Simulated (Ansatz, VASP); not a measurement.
## Al: VASP beside Ansatz

INCAR

```
ALGO = Normal
EDIFF = 1E-6
ENCUT = 500
GGA = PE
GGA_COMPAT = False
ISIF = 2
ISMEAR = 0
LASPH = True
LCHARG = True
LELF = True
LREAL = False
LVHAR = True
LWAVE = False
NBANDS = 8
NELM = 120
PREC = Accurate
SIGMA = 0.05
```

File KPOINTS:

```
k-points
0
Gamma
  18 18 18
```

Contents of POSCAR:

```
Al
1.0
    0.0000000000      2.0209373882      2.0209373882
    2.0209373882      0.0000000000      2.0209373882
    2.0209373882      2.0209373882      0.0000000000
Al
1
Direct
    0.0000000000      0.0000000000      0.0000000000
```

Input for Ansatz:

```yaml
crystal:
  lattice:
    - [0.0, 2.0209373882, 2.0209373882]
    - [2.0209373882, 0.0, 2.0209373882]
    - [2.0209373882, 2.0209373882, 0.0]
  atoms:
    - { symbol: Al, position: [0.0, 0.0, 0.0] }
basis:
  ecutwfc: 600
  ecutrho_ratio: 5
kpoints:
  mp_grid: { grid: [18, 18, 18] }
hamiltonian:
  xc: pbe
scf:
  occupations: { method: gaussian, width: 0.05 }
output:
  forces: true
  stress: true
  eigenvalues: true
```

Alike in both runs: task single point; functional PBE; k mesh 18 × 18 × 18; occupations gaussian, width 0.05 eV; no spin polarisation.

|  | VASP | Ansatz |
| --- | --- | --- |
| version | VASP 6.6.1 | Ansatz 0.2.0 |
| potentials or method | VASP PAW PBE potentials, release 64 (Al), cutoff 500 eV | scalar-relativistic, plane waves, PAW |
| valence electrons in the cell | 3 | 3 |

```csv
,VASP,Ansatz,Ansatz less VASP
gap on the k mesh at the Fermi level (eV),none,none,-
pressure (GPa),0.0,0.0,+0.03
```

A gap of «none» marks a metal or a gap that the smearing closes. The functional is the same, so the differences come from potentials, cutoffs and numerics.
